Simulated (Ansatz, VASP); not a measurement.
# Two plane-wave programs on Ga2GeSe3

File INCAR:

```
PREC = Accurate
ENCUT = 600
EDIFF = 1E-6
ISMEAR = 0
SIGMA = 0.1
LREAL = False
LASPH = True
NELM = 100
ALGO = Normal
ISIF = 3
LWAVE = False
LCHARG = False
GGA = PE
IBRION = 2
NSW = 90
EDIFFG = -0.04
```

Contents of KPOINTS:

```
regular mesh
0
Gamma
  4 4 2
```

Contents of POSCAR:

```
Ga2GeSe3
1.0
    3.8980385900      0.0000000000      0.0000000000
    0.0000000000      3.8980385900      0.0000000000
    0.0000000000      0.0000000000      8.4696726200
Ga Ge Se
2 1 3
Direct
    0.5000000000      0.0000000000      0.2626059900
    0.0000000000      0.5000000000      0.7373940100
    0.0000000000      0.0000000000      0.0000000000
    0.5000000000      0.0000000000      0.6250519800
    0.0000000000      0.5000000000      0.3749480200
    0.5000000000      0.5000000000      0.0000000000
```

Input for Ansatz:

```yaml
crystal:
  lattice:
    - [3.89803859, 0.0, 0.0]
    - [0.0, 3.89803859, 0.0]
    - [0.0, 0.0, 8.46967262]
  atoms:
    - { symbol: Ga, position: [0.5, 0.0, 0.26260599] }
    - { symbol: Ga, position: [0.0, 0.5, 0.73739401] }
    - { symbol: Ge, position: [0.0, 0.0, 0.0] }
    - { symbol: Se, position: [0.5, 0.0, 0.62505198] }
    - { symbol: Se, position: [0.0, 0.5, 0.37494802] }
    - { symbol: Se, position: [0.5, 0.5, 0.0] }
basis:
  ecutwfc: 420
kpoints:
  mp_grid: { grid: [4, 4, 2] }
hamiltonian:
  xc: pbe
scf:
  occupations: { method: gaussian, width: 0.1 }
  lower_state_search: "off"
output:
  forces: true
  stress: true
  eigenvalues: true
relax:
  adjacent_minimum: "off"
  f_tol: 0.04
  max_steps: 70
  cell: { stress_tol: 0.4 }
```

Change from the starting cell: species swapped into the Ti2CuSb3 type (P-4m2, No. 115).

Alike in both runs: task relaxation of cell and atoms; functional PBE; k mesh 4 × 4 × 2; occupations gaussian, width 0.1 eV; no spin polarisation.

```csv
,VASP,Ansatz
version,VASP 6.6.1,Ansatz 0.2.0
potentials or method,"VASP PAW PBE potentials, release 64 (Ga_d, Ge_d, Se), cutoff 600 eV","scalar-relativistic, plane waves, PAW"
valence electrons in the cell,58,88
```

VASP gave:

* gap on the k mesh at the Fermi level, each at its own relaxed structure (eV): none
* relaxed volume (Å³/atom): 24.83
* relaxed cell length with the largest relative difference (Å): 10.296

Problem. Estimate Ansatz's values.

Solution. gap on the k mesh at the Fermi level, each at its own relaxed structure (eV): none; relaxed volume (Å³/atom): 24.96; relaxed cell length with the largest relative difference (Å): 10.380.

A gap of «none» marks a metal or a gap that the smearing closes. VASP's potentials hold 58 valence electrons a cell and Ansatz's 88, so a difference there can come from the potentials and not from the codes.

The k mesh is coarse, so the values compare programs but aren't converged. Noted on VASP's run: the volume moved by over 15 % at a fixed basis, so the end points are rough.
